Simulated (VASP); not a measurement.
# Mg3Sb2 (P-3m1) in VASP: notebook, part 2 of 2

VASP 6.6.1.

## (3) Relaxation of the atoms, PBE (strain along c alone, the other axes held: +4.0 %)

Input file INCAR:

```
SYSTEM = Mg3Sb2
PREC = Accurate
ENCUT = 520
EDIFF = 1E-7
ISMEAR = 0
SIGMA = 0.01
LREAL = .False.
LASPH = .True.
NELM = 120
ALGO = Normal
ISIF = 2
LWAVE = .False.
LCHARG = .False.
GGA = PE
IBRION = 2
NSW = 60
EDIFFG = -0.008
GGA_COMPAT = .False.
NELMIN = 4
KPAR = 4
```

Input file KPOINTS:

```
Automatic mesh
0
Gamma
  12 12 6
  0 0 0
```

Input file POSCAR:

```
Mg3Sb2
1.0
    4.5938670597      0.0000000000      0.0000000000
   -2.2969335298      3.9784055753      0.0000000000
    0.0000000000      0.0000000000      7.5652464445
Mg Sb
3 2
Direct
    0.3333333333      0.6666666667      0.6310342064
    0.6666666667      0.3333333333      0.3689657936
    0.0000000000      0.0000000000      0.0000000000
    0.3333333333      0.6666666667      0.2273549629
    0.6666666667      0.3333333333      0.7726450371
```

Potentials or basis: VASP PAW PBE potentials, release 64 (Mg, Sb).

Launch:

```bash
$ cat potpaw_PBE.64/Mg/POTCAR potpaw_PBE.64/Sb/POTCAR > POTCAR
$ mpirun -np 4 vasp_std > vasp.out
```

OUTCAR:

```text
SYSTEM = Mg3Sb2
   PREC = Accurate
   ENCUT = 520
   EDIFF = 1E-7
   ISMEAR = 0
   LREAL = .False.
   LASPH = .True.
   NELM = 120
   ISIF = 2
   GGA = PE
   IBRION = 2
   NSW = 60
   EDIFFG = -0.008
   NELMIN = 4

 ion  position               nearest neighbor table
   1  0.333  0.667  0.631-   5 2.86   5 2.86   5 2.86   4 3.05   2 3.31   2 3.31   2 3.31
   2  0.667  0.333  0.369-   4 2.86   4 2.86   4 2.86   5 3.05   1 3.31   1 3.31   1 3.31
   3  0.000  0.000  0.000-   4 3.16   5 3.16   4 3.16   5 3.16   5 3.16   4 3.16
   4  0.333  0.667  0.227-   2 2.86   2 2.86   2 2.86   1 3.05   3 3.16   3 3.16   3 3.16
   5  0.667  0.333  0.773-   1 2.86   1 2.86   1 2.86   2 3.05   3 3.16   3 3.16   3 3.16

  LATTYP: Found a hexagonal cell.
 ALAT       =     4.5938670597
 C/A-ratio  =     1.6468144041

  Lattice vectors:

 A1 = (   4.5938670597,   0.0000000000,   0.0000000000)
 A2 = (  -2.2969335298,   3.9784055753,   0.0000000000)
 A3 = (   0.0000000000,   0.0000000000,   7.5652464445)

Analysis of symmetry for initial positions (statically):
=====================================================================
 Subroutine PRICEL returns:
 Original cell was already a primitive cell.

 Routine SETGRP: Setting up the symmetry group for a
 hexagonal supercell.

 Subroutine GETGRP returns: Found 12 space group operations
 (whereof 12 operations were pure point group operations)
 out of a pool of 24 trial point group operations.

The static configuration has the point symmetry D_3d.

Analysis of symmetry for dynamics (positions and initial velocities):
=====================================================================
 Subroutine PRICEL returns:
 Original cell was already a primitive cell.

 Routine SETGRP: Setting up the symmetry group for a
 hexagonal supercell.

 Subroutine GETGRP returns: Found 12 space group operations
 (whereof 12 operations were pure point group operations)
 out of a pool of 24 trial point group operations.

The dynamic configuration has the point symmetry D_3d.

 Subroutine INISYM returns: Found 12 space group operations
 (whereof 12 operations are pure point group operations),
[... 148 lines left out ...]
  ext. energy  EPLUGINS =         0.00000000
  ---------------------------------------------------
  free energy    TOTEN  =       -14.60045700 eV

  energy without entropy =      -14.60045700  energy(sigma->0) =      -14.60045700

------------------------ aborting loop because EDIFF is reached ----------------------------------------

  FORCE on cell =-STRESS in cart. coord.  units (eV):
  Direction    XX          YY          ZZ          XY          YZ          ZX
  --------------------------------------------------------------------------------------
  -------------------------------------------------------------------------------------
  Total       -0.5632202     -0.5632202     -2.4551820     -0.0000000     -0.0000000     -0.0000000
  in kB       -6.5264685     -6.5264685    -28.4500941     -0.0000000     -0.0000000     -0.0000000
  external PRESSURE =     -13.8343437 kB  Pullay stress =       0.0000000 kB
[... 104 lines left out ...]
--------------------------------------- Ionic step        4  -------------------------------------------

 number of electron      16.0000000 magnetization

 Free energy of the ion-electron system (eV)
  ---------------------------------------------------
  ext. energy  EPLUGINS =         0.00000000
  ---------------------------------------------------
  free energy    TOTEN  =       -14.60113140 eV

  energy without entropy =      -14.60113140  energy(sigma->0) =      -14.60113140

 E-fermi :   3.8961     XC(G=0):  -8.5953

 val. band max:        3.8184429365   @ k =   0.0000   0.0000   0.0000
 cond. band min:       4.0463421153   @ k =   0.0000   0.4167   0.3333
 fundamental gap:      0.2278991788
 Fermi energy:         3.8961258041

 k-point     1 :       0.0000    0.0000    0.0000
  band No.  band energies     occupation
      1      -6.0069      2.00000
      2      -4.9752      2.00000
      3      -0.7497      2.00000
      4       3.1447      2.00000
      5       3.1447      2.00000
      6       3.7430      2.00000
      7       3.7430      2.00000
      8       3.8184      2.00000
      9       4.8265      0.00000
     10       5.4063      0.00000
     11       7.2136      0.00000
     12       7.2136      0.00000
[... 331 lines left out ...]
 k-point    24 :       0.0000    0.1667    0.1667
  band No.  band energies     occupation
      1      -5.7786      2.00000
      2      -4.9509      2.00000
      3      -0.3314      2.00000
      4       1.7982      2.00000
      5       2.2612      2.00000
      6       2.7826      2.00000
      7       3.3935      2.00000
      8       3.5408      2.00000
      9       5.4202      0.00000
     10       6.2258      0.00000
     11       7.2461      0.00000
     12       7.5375      0.00000

 [... further k-points ...]

------------------------ aborting loop because EDIFF is reached ----------------------------------------

  FORCE on cell =-STRESS in cart. coord.  units (eV):
  Direction    XX          YY          ZZ          XY          YZ          ZX
  --------------------------------------------------------------------------------------
  -------------------------------------------------------------------------------------
  Total       -0.5415196     -0.5415196     -2.3830450     -0.0000000     -0.0000000     -0.0000000
  in kB       -6.2750068     -6.2750068    -27.6141870     -0.0000000     -0.0000000     -0.0000000
  external PRESSURE =     -13.3880669 kB  Pullay stress =       0.0000000 kB
[... 20 lines left out ...]
  FREE ENERGIE OF THE ION-ELECTRON SYSTEM (eV)
  ---------------------------------------------------
  free  energy   TOTEN  =       -14.6011314042 eV

  energy  without entropy=      -14.6011314042  energy(sigma->0) =      -14.60113140

 reached required accuracy - stopping structural energy minimisation
```

OSZICAR:

```text
N       E                     dE             d eps       ncg     rms          rms(c)
DAV:   1     0.485751161034E+02    0.48575E+02   -0.51618E+03  2400   0.999E+02
DAV:   2    -0.110549630409E+02   -0.59630E+02   -0.54769E+02  3000   0.138E+02
DAV:   3    -0.151376514661E+02   -0.40827E+01   -0.39487E+01  3068   0.375E+01
[... 27 lines left out ...]
   3 F= -.14601127E+02 E0= -.14601127E+02  d E =-.670411E-03
       N       E                     dE             d eps       ncg     rms          rms(c)
DAV:   1    -0.146011297776E+02   -0.23974E-05   -0.50774E-04  2448   0.144E-01    0.377E-03
DAV:   2    -0.146011314157E+02   -0.16381E-05   -0.24970E-05  2788   0.326E-02    0.139E-03
DAV:   3    -0.146011313551E+02    0.60553E-07   -0.94907E-07  2844   0.673E-03    0.529E-04
DAV:   4    -0.146011314042E+02   -0.49082E-07   -0.15151E-07  1824   0.258E-03
   4 F= -.14601131E+02 E0= -.14601131E+02  d E =-.674404E-03
```

CONTCAR:

```text
Mg3Sb2
   1.00000000000000
     4.5938670597000000    0.0000000000000000    0.0000000000000000
    -2.2969335298000000    3.9784055753000001    0.0000000000000000
     0.0000000000000000    0.0000000000000000    7.5652464444999996
  Mg              Sb
     3     2
Direct
     0.3333333332999970    0.6666666667000030    0.6302365342893839
     0.6666666667000030    0.3333333332999970    0.3697634657106162
     0.0000000000000000    0.0000000000000000    0.0000000000000000
     0.3333333332999970    0.6666666667000030    0.2287215118974831
     0.6666666667000030    0.3333333332999970    0.7712784881025169

  0.00000000E+00  0.00000000E+00  0.00000000E+00
  0.00000000E+00  0.00000000E+00  0.00000000E+00
  0.00000000E+00  0.00000000E+00  0.00000000E+00
  0.00000000E+00  0.00000000E+00  0.00000000E+00
  0.00000000E+00  0.00000000E+00  0.00000000E+00
```

Wall time 2.1 min (4 MPI ranks of Intel Xeon Platinum 8259CL at 2.50GHz (Skylake/Cascade Lake), shared host); peak memory 0.4 GiB.

Results:

| Quantity | Value |
| --- | --- |
| Free energy | -14.6011 eV |
| Energy gained by relaxing | 0.1 meV/atom |
| Ionic steps | 4 |
| Pressure after relaxing | -1.3 GPa |
| Largest force after relaxing | 0.008 eV/Å |
| Band gap on the k mesh | 0.23 eV (least direct gap 1.01 eV) |

Forces in eV/Å, atoms in the order of the input:
```
Mg   0.000  0.000 -0.008
Mg   0.000  0.000  0.008
Mg   0.000  0.000  0.000
Sb   0.000  0.000 -0.005
Sb   0.000  0.000  0.005
```

The path:
| step | energy change (eV) | largest force (eV/Å) | pressure (GPa) |
| --- | --- | --- | --- |
| 1 | 0.0000 | 0.0491 | -1.38 |
| 2 | -0.0003 | 0.0369 | -1.37 |
| 3 | -0.0007 | 0.0098 | -1.34 |
| 4 | -0.0007 | 0.0080 | -1.34 |

Final structure:
```
Mg Sb
1.0
     4.59387    0.00000    0.00000
    -2.29693    3.97841    0.00000
     0.00000    0.00000    7.56525
Mg Sb
3 2
Direct
  0.33333 0.66667 0.63024
  0.66667 0.33333 0.36976
  0.00000 0.00000 0.00000
  0.33333 0.66667 0.22872
  0.66667 0.33333 0.77128
```

Caveat: the cell differs from its parent crystal (strain along c alone, the other axes held: +4.0 %); spin-orbit coupling is left out, which moves the levels of the heavy elements. A k mesh can miss the band edges.

## (4) Single point, PBE (strain along c alone, the other axes held: -6.0 %, then relaxed in part)

Input file INCAR:

```
SYSTEM = Mg3Sb2
ALGO = Normal ; EDIFF = 1E-6
ENCUT = 600 ; GGA = PE
GGA_COMPAT = .False. ; ISIF = 2
ISMEAR = 0 ; LASPH = .True.
LCHARG = .True. ; LELF = .True.
LREAL = .False. ; LVHAR = .True.
LWAVE = .False. ; NBANDS = 16
NELM = 120 ; PREC = Accurate
SIGMA = 0.01
```

Input file KPOINTS:

```
k-points
0
Gamma
  12 12 6
  0 0 0
```

Input file POSCAR:

```
Mg3Sb2
1.0
    4.5938670597      0.0000000000      0.0000000000
   -2.2969335298      3.9784055753      0.0000000000
    0.0000000000      0.0000000000      6.8378189018
Mg Sb
3 2
Direct
    0.3333333333      0.6666666667      0.6389882563
    0.6666666667      0.3333333333      0.3610117437
    0.0000000000      0.0000000000      0.0000000000
    0.3333333333      0.6666666667      0.2211207122
    0.6666666667      0.3333333333      0.7788792878
```

Launch:

```bash
$ cat potpaw_PBE.64/Mg/POTCAR potpaw_PBE.64/Sb/POTCAR > POTCAR
$ mpirun -np 1 vasp_std > vasp.out
```

Run time: 1.7 min. Hardware: 1 thread of Intel Xeon 6975P-C (Granite Rapids), shared host; peak memory 0.44 GiB.

The run converged. Its results:

* Free energy: -14.5230 eV
* Pressure: 3.0 GPa
* Largest force: 0.018 eV/Å
* Band gap on the k mesh: zero (bands 8 and 9 overlap by 0.24 eV)

Forces in eV/Å, atoms in the order of the input:
```
Mg   0.000  0.000 -0.002
Mg   0.000  0.000  0.002
Mg   0.000  0.000  0.000
Sb   0.000  0.000 -0.018
Sb   0.000  0.000  0.018
```

Stress tensor (GPa, compression positive):
```
1.87 0.00 0.00
0.00 1.87 0.00
0.00 0.00 5.14
```

Levels at points of the mesh, in eV from the Fermi level:
```
           k point  band 5  band 6  band 7  band 8  band 9  band 10  band 11  band 12
(0.00, 0.00, 0.00)   -1.53   -0.67   -0.67    0.21    0.76     1.14     2.68     2.68
(0.50, 0.00, 0.00)   -3.46   -2.76   -2.32   -1.03   -0.04     1.89     2.26     2.67
(0.00, 0.00, 0.50)   -1.13   -1.13   -1.09   -1.09    1.36     1.68     2.27     2.27
(0.50, 0.00, 0.50)   -2.30   -1.89   -1.70   -1.54    0.49     1.37     1.82     2.19
```

Caveat: the cell differs from its parent crystal (strain along c alone, the other axes held: -6.0 %, then relaxed in part); spin-orbit coupling is left out, which moves the levels of the heavy elements.

## (5) Single point, PBE (strain along c alone, the other axes held: -4.0 %, then relaxed in part)

Input file INCAR:

```
PREC = Accurate
ENCUT = 600
EDIFF = 1E-6
ISMEAR = 0
SIGMA = 0.01
LREAL = F
LASPH = T
NELM = 120
ALGO = Normal
ISIF = 2
LWAVE = F
LCHARG = F
GGA = PE
NBANDS = 16
GGA_COMPAT = F
```

Input file KPOINTS:

```
Automatic mesh
0
Gamma
  12 12 6
```

Input file POSCAR:

```
Mg3Sb2
1.0
    4.5938670597      0.0000000000      0.0000000000
   -2.2969335298      3.9784055753      0.0000000000
    0.0000000000      0.0000000000      6.9833044103
Mg Sb
3 2
Direct
    0.3333333333      0.6666666667      0.6358519086
    0.6666666667      0.3333333333      0.3641480914
    0.0000000000      0.0000000000      0.0000000000
    0.3333333333      0.6666666667      0.2225235949
    0.6666666667      0.3333333333      0.7774764051
```

Launch:

```bash
$ cat potpaw_PBE.64/Mg/POTCAR potpaw_PBE.64/Sb/POTCAR > POTCAR
$ mpirun -np 1 vasp_std > vasp.out
```

Run time: 2.5 min. Hardware: 1 thread of Intel Xeon 6975P-C (Granite Rapids), shared host; peak memory 0.43 GiB.

The run converged. Its results:

```
Free energy            : -14.5930 eV
Pressure               : 1.9 GPa
Largest force          : 0.017 eV/Å
Band gap on the k mesh : zero (bands 8 and 9 overlap by 0.10 eV)
```

Forces in eV/Å, atoms in the order of the input:
```
Mg   0.000  0.000  0.007
Mg   0.000  0.000 -0.007
Mg   0.000  0.000  0.000
Sb   0.000  0.000 -0.017
Sb   0.000  0.000  0.017
```

Stress tensor (GPa, compression positive):
```
1.15 0.00 0.00
0.00 1.15 0.00
0.00 0.00 3.37
```

Levels at points of the mesh, in eV from the Fermi level:
| k point | band 6 | band 7 | band 8 | band 9 | band 10 | band 11 |
| --- | --- | --- | --- | --- | --- | --- |
| (0.00, 0.00, 0.00) | -0.62 | -0.62 | 0.09 | 0.86 | 1.07 | 2.76 |
| (0.50, 0.00, 0.00) | -2.64 | -2.33 | -1.03 | 0.06 | 1.85 | 2.17 |
| (0.00, 0.00, 0.50) | -1.03 | -1.03 | -1.03 | 1.45 | 1.67 | 2.37 |
| (0.50, 0.00, 0.50) | -1.85 | -1.74 | -1.58 | 0.43 | 1.31 | 1.70 |

Caveat: the cell differs from its parent crystal (strain along c alone, the other axes held: -4.0 %, then relaxed in part); spin-orbit coupling is left out, which moves the levels of the heavy elements.

## (6) Overview

| task | cell | cutoff (eV) | gap on the mesh (eV) | pressure (GPa) | largest force (eV/Å) |
| --- | --- | --- | --- | --- | --- |
| relaxation of the atoms | atoms relaxed from a = 4.594, b = 4.594, c = 7.129 Å, angles 90.0, 90.0, 120.0°, 5 atoms, atomic positions A | 520 | none | 0.9 | 0.01 |
| relaxation of the atoms | atoms relaxed from a = 4.594, b = 4.594, c = 7.565 Å, angles 90.0, 90.0, 120.0°, 5 atoms, atomic positions B | 520 | 0.23 | -1.3 | 0.01 |
| single point | a = 4.594, b = 4.594, c = 6.838 Å, angles 90.0, 90.0, 120.0°, 5 atoms, atomic positions C | 600 | none | 3.0 | 0.02 |
| single point | a = 4.594, b = 4.594, c = 6.983 Å, angles 90.0, 90.0, 120.0°, 5 atoms, atomic positions D | 600 | none | 1.9 | 0.02 |

Alike in all rows: level PBE; potentials or basis VASP PAW PBE potentials, release 64 (Mg, Sb); no spin polarisation; k mesh 12 × 12 × 6; smearing gaussian 0.01 eV.

Caveats: spin-orbit coupling is left out, which moves the levels of the heavy elements.

Absolute energies hang on the potentials; compare differences alone.
